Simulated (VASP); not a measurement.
Wanted: the native input for a VASP 6.6.1 run.

* Task: relaxation of cell and atoms
* Functional: PBE
* Potentials or basis: VASP PAW PBE potentials, release 64 (Ni, N)
* Cutoff: 600 eV
* k mesh: 18 × 18 × 18
* Occupations: gaussian, width 0.1 eV
* Spin: no spin polarisation
* Dipole correction: no
* Further INCAR settings: ALGO = Normal; EDIFF = 1e-07; IBRION = 2; EDIFFG = -0.01; NSW = 100; ISIF = 3

The structure of NiN2 lies in POSCAR:

```
NiN2
1.0
    0.0000000000      2.3286430234      2.3286430234
    2.3286430234      0.0000000000      2.3286430234
    2.3286430234      2.3286430234      0.0000000000
Ni N
1 2
Direct
    0.0000000000      0.0000000000      0.0000000000
    0.2500000000      0.2500000000      0.2500000000
    0.7500000000      0.7500000000      0.7500000000
```

The input as run:

INCAR

```
SYSTEM = NiN2
PREC = Accurate ; ENCUT = 600
EDIFF = 1E-7 ; ISMEAR = 0
SIGMA = 0.1 ; LREAL = .False.
LASPH = .True. ; NELM = 120
ALGO = Normal ; ISIF = 3
LWAVE = .False. ; LCHARG = .False.
GGA = PE ; IBRION = 2
NSW = 100 ; EDIFFG = -0.01
GGA_COMPAT = .False. ; NELMIN = 4
```

KPOINTS

```
regular mesh
0
Gamma
  18 18 18
  0 0 0
```

Potentials or basis: VASP PAW PBE potentials, release 64 (Ni, N).

Launch:

```sh
$ cat potpaw_PBE.64/Ni/POTCAR potpaw_PBE.64/N/POTCAR > POTCAR
$ mpirun -np 1 vasp_std > vasp.out
```

Results of the run:

| Property | Result |
| --- | --- |
| Relaxed volume | 8.43 Å³/atom |
| Relaxed cell | a = 3.295 Å, b = 3.295 Å, c = 3.295 Å, α = 60.00°, β = 60.00°, γ = 60.00° |
| Space group after relaxing (to 0.1 Å) | Fm-3m (No. 225) |
| Energy gained by relaxing | 0.0 meV/atom |
| Ionic steps | 3 |
| Pressure after relaxing | 0.0 GPa |
| Band gap on the k mesh | zero (bands 10 and 11 overlap by 0.99 eV) |

Caveat: the run has no spin polarisation, though such a crystal can be magnetic.

Run time: 6.5 min on 1 thread of Intel Xeon 8259CL, with other jobs on the host, peak memory 0.23 GiB.
